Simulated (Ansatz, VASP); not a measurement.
# W in VASP and in Ansatz

The input POSCAR:

```
W
1.0
   -1.5810474221      1.5810474221      1.5810474221
    1.5810474221     -1.5810474221      1.5810474221
    1.5810474221      1.5810474221     -1.5810474221
W
1
Direct
    0.0000000000      0.0000000000      0.0000000000
```

The input INCAR.step1:

```
SYSTEM = W
  PREC = Accurate
  ENCUT = 600
  ISMEAR = 0
  SIGMA = 0.1
  LREAL = .FALSE.
  LASPH = .TRUE.
  NELM = 100
  GGA = PE
  ALGO = Normal
  EDIFF = 1E-4
  LWAVE = .TRUE.
  LCHARG = .FALSE.
```

The input INCAR.step2:

```
SYSTEM = W
  PREC = Accurate
  ENCUT = 600
  EDIFF = 1E-6
  ISMEAR = 0
  SIGMA = 0.1
  LREAL = .FALSE.
  LASPH = .TRUE.
  NELM = 100
  ALGO = Normal
  ISIF = 3
  LWAVE = .FALSE.
  LCHARG = .FALSE.
  METAGGA = R2SCAN
  LMIXTAU = .TRUE.
  LUSE_VDW = .TRUE.
  IVDW_NL = 2
  BPARAM = 11.95
  CPARAM = 0.0093
  IBRION = 2
  NSW = 100
  EDIFFG = -0.002
  ISTART = 1
```

Contents of KPOINTS:

```
regular mesh
0
G
  18 18 18
  0 0 0
```

Input for Ansatz:

```yaml
crystal:
  lattice:
    - [-1.5810474209, 1.5810474209, 1.5810474209]
    - [1.5810474209, -1.5810474209, 1.5810474209]
    - [1.5810474209, 1.5810474209, -1.5810474209]
  atoms:
    - { symbol: W, position: [0.0, 0.0, 0.0] }
basis:
  ecutwfc: 500
kpoints:
  mp_grid: { grid: [18, 18, 18] }
hamiltonian:
  xc: r2scan
  dispersion: rvv10
  pseudopotentials: { kind: paw, azcp: { folder: soft_1 } }
scf:
  occupations: { method: gaussian, width: 0.1 }
output:
  forces: true
  stress: true
  eigenvalues: true
relax:
  adjacent_minimum: "off"
  f_tol: 0.002
  max_steps: 80
  cell: { stress_tol: 0.02 }
```

Alike in both runs: task relaxation of cell and atoms; functional r2SCAN; dispersion rVV10; k mesh 18 × 18 × 18; occupations gaussian, width 0.1 eV; no spin polarisation.

```csv
,VASP,Ansatz
version,VASP 6.6.1,Ansatz 0.2.0
potentials or method,"VASP PAW PBE potentials, release 64 (W_sv), cutoff 600 eV","scalar-relativistic, plane waves, PAW"
valence electrons in the cell,14,14
```

VASP gave:

| Item | Value |
| --- | --- |
| gap on the k mesh at the Fermi level, each at its own relaxed structure (eV) | none |
| relaxed volume (Å³/atom) | 15.89 |
| relaxed cell length with the largest relative difference (Å) | 2.743 |

Question: Which values does Ansatz return?

Answer: gap on the k mesh at the Fermi level, each at its own relaxed structure (eV): none; relaxed volume (Å³/atom): 15.80; relaxed cell length with the largest relative difference (Å): 2.738.

VASP's potentials were made for PBE, not for r2SCAN. A gap of «none» marks a metal or a gap that the smearing closes.

Neither program's run includes spin-orbit coupling.
